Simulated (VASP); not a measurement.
Crystal: BN.

```xyz
2
Lattice="1.2427 0.7175 3.3503 -1.2427 0.7175 3.3503 0.0000 -1.4350 3.3503" Properties=species:S:1:pos:R:3 pbc="T T T"
N     0.0000    0.0000    6.7063
B     0.0000    0.0000    0.0033
```

Base run:

- Program: VASP 6.6.1
- Functional: r2SCAN
- Potentials or basis: VASP PAW PBE potentials, release 64 (N, B)
- Cutoff: 520 eV
- k mesh: 12 × 12 × 12
- Occupations: fermi-dirac, width 0.05 eV
- Spin: no spin polarisation

Its results: band gap on the k mesh 4.86 eV, indirect (least direct gap 5.45 eV); pressure 5.2 GPa.

Question: The run is repeated on the same cell with these changes: functional from r2SCAN to LDA; potentials or basis from VASP PAW PBE potentials, release 64 (N, B) to VASP PAW LDA potentials, release 64 (N, B). What comes out?

Answer: Band gap on the k mesh 4.11 eV, indirect (least direct gap 4.60 eV); pressure 1.1 GPa.

Caveats: the PAW data sets were made with another functional, which shifts forces and pressure a little (some runs).

A k mesh can miss the band edges.
